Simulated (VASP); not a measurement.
Runs of VASP 6.6.1 on AlCo. The structure is that of space group Pm-3m (No. 221), or close to it. The cells are those of the table. 

```tsv
cell	further INCAR settings	gap on the mesh (eV)	pressure (GPa)
a = 2.907, b = 2.907, c = 2.823 Å, 2 atoms	ALGO = Fast; EDIFF = 1e-06; NBANDS = 13	none	(a)
a = 2.950, b = 2.950, c = 2.823 Å, 2 atoms	ALGO = Fast; EDIFF = 1e-06; NBANDS = 13	none	(b)
a = 2.653, b = 2.653, c = 2.823 Å, 2 atoms	ALGO = Fast; EDIFF = 1e-06; NBANDS = 13	none	32.1
a = 2.971, b = 2.971, c = 2.823 Å, 2 atoms	ALGO = Fast; EDIFF = 1e-07; NBANDS = 13	none	-15.5
a = 2.865, b = 2.865, c = 2.823 Å, 2 atoms	ALGO = Fast; EDIFF = 1e-07; NBANDS = 13	none	-5.3
```

Alike in all rows: task single point; level PBEsol; potentials or basis VASP PAW PBE potentials, release 64 (Al, Co); no spin polarisation; k mesh 22 × 22 × 22; cutoff (eV) 520; smearing gaussian 0.15 eV.

Problem. Fill in the values left out.

Solution. (a) -9.9; (b) -13.8.

Caveats: the PAW data sets were made with another functional, which shifts forces and pressure a little.

A gap of «none» marks levels without a gap at the run's occupations.
